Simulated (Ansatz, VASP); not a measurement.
# Two plane-wave programs on ZrBN

File INCAR:

```
ALGO = Normal
EDIFF = 1E-6
ENCUT = 520
GGA = PE
ISIF = 2
ISMEAR = 0
LASPH = T
LCHARG = T
LELF = T
LREAL = F
LVHAR = T
LWAVE = F
NBANDS = 29
NELM = 60
PREC = Accurate
SIGMA = 0.1
```

File KPOINTS:

```
k-points
0
Gamma
  4 4 4
```

The input POSCAR:

```
ZrBN
1.0
    3.7998999400      0.0000000000      0.0000000000
    0.0000000000      3.7998999400      0.0000000000
    0.0000000000      0.0000000000      4.1627105400
Zr B N
2 2 2
Direct
    0.0000000000      0.5000000000      0.5000000000
    0.5000000000      0.0000000000      0.5000000000
    0.0000000000      0.0000000000      0.6208156000
    0.0000000000      0.0000000000      0.3791844000
    0.0000000000      0.0000000000      0.8469134500
    0.0000000000      0.0000000000      0.1530865500
```

Input for Ansatz:

```yaml
crystal:
  lattice:
    - [3.79989994, 0.0, 0.0]
    - [0.0, 3.79989994, 0.0]
    - [0.0, 0.0, 4.16271054]
  atoms:
    - { symbol: Zr, position: [0.0, 0.5, 0.5] }
    - { symbol: Zr, position: [0.5, 0.0, 0.5] }
    - { symbol: B, position: [0.0, 0.0, 0.6208156] }
    - { symbol: B, position: [0.0, 0.0, 0.3791844] }
    - { symbol: "N", position: [0.0, 0.0, 0.84691345] }
    - { symbol: "N", position: [0.0, 0.0, 0.15308655] }
basis:
  ecutwfc: 420
kpoints:
  mp_grid: { grid: [4, 4, 4] }
hamiltonian:
  xc: pbe
scf:
  occupations: { method: gaussian, width: 0.1 }
  lower_state_search: "off"
output:
  forces: true
  stress: true
  eigenvalues: true
```

Alike in both runs: task single point; functional PBE; k mesh 4 × 4 × 4; occupations gaussian, width 0.1 eV; no spin polarisation.

|  | VASP | Ansatz |
| --- | --- | --- |
| version | VASP 6.6.1 | Ansatz 0.2.0 |
| potentials or method | VASP PAW PBE potentials, release 64 (Zr_sv, B, N), cutoff 520 eV | scalar-relativistic, plane waves, PAW |
| valence electrons in the cell | 40 | 40 |

VASP gave:

```
gap on the k mesh at the Fermi level (eV) : none
rms of the force components (eV/Å)        : 23.140
```

**Question.** Estimate Ansatz's values.

**Answer.** gap on the k mesh at the Fermi level (eV): none; rms of the force components (eV/Å): 22.406.

Atom by atom the forces differ by 0.818 eV/Å (rms over components). A gap of «none» marks a metal or a gap that the smearing closes.

The k mesh is coarse, so the values compare programs but aren't converged.
